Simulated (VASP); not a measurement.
A run of VASP 6.6.1 is set up as follows.

File POSCAR:

```
C
1.0
    0.0000000000      1.7714007132      1.7714007132
    1.7714007132      0.0000000000      1.7714007132
    1.7714007132      1.7714007132      0.0000000000
C
2
Direct
    0.7500000000      0.7500000000      0.7500000000
    0.5000000000      0.5000000000      0.5000000000
```

The input INCAR.step1:

```
ALGO = Normal
EDIFF = 1E-4
ENCUT = 520
GGA = PE
ISMEAR = -1
LASPH = True
LCHARG = False
LREAL = False
LWAVE = True
NBANDS = 11
NELM = 60
PREC = Accurate
SIGMA = 0.05
```

INCAR.step2

```
ALGO = Normal
BPARAM = 11.95
CPARAM = 0.0093
EDIFF = 1E-7
ENCUT = 520
ISIF = 2
ISMEAR = -1
ISTART = 1
IVDW_NL = 2
LASPH = True
LCHARG = False
LMIXTAU = True
LREAL = False
LUSE_VDW = True
LWAVE = False
METAGGA = R2SCAN
NBANDS = 11
NELM = 60
PREC = Accurate
SIGMA = 0.05
```

File KPOINTS:

```
k-points
0
Gamma
  13 13 13
```

Potentials or basis: VASP PAW PBE potentials, release 64 (C).

Run with:

```sh
$ cat potpaw_PBE.64/C/POTCAR > POTCAR
$ cp INCAR.step1 INCAR
$ mpirun -np 1 vasp_std > vasp.out
$ cp INCAR.step2 INCAR
$ mpirun -np 1 vasp_std > vasp.out
```

(1) Predict the band gap on the k mesh.

(2) Predict the pressure.

## Answers

(1) 4.35 eV, indirect (least direct gap 5.88 eV).

(2) 7.1 GPa.

Caveat: the PAW data sets were made with another functional, which shifts forces and pressure a little.
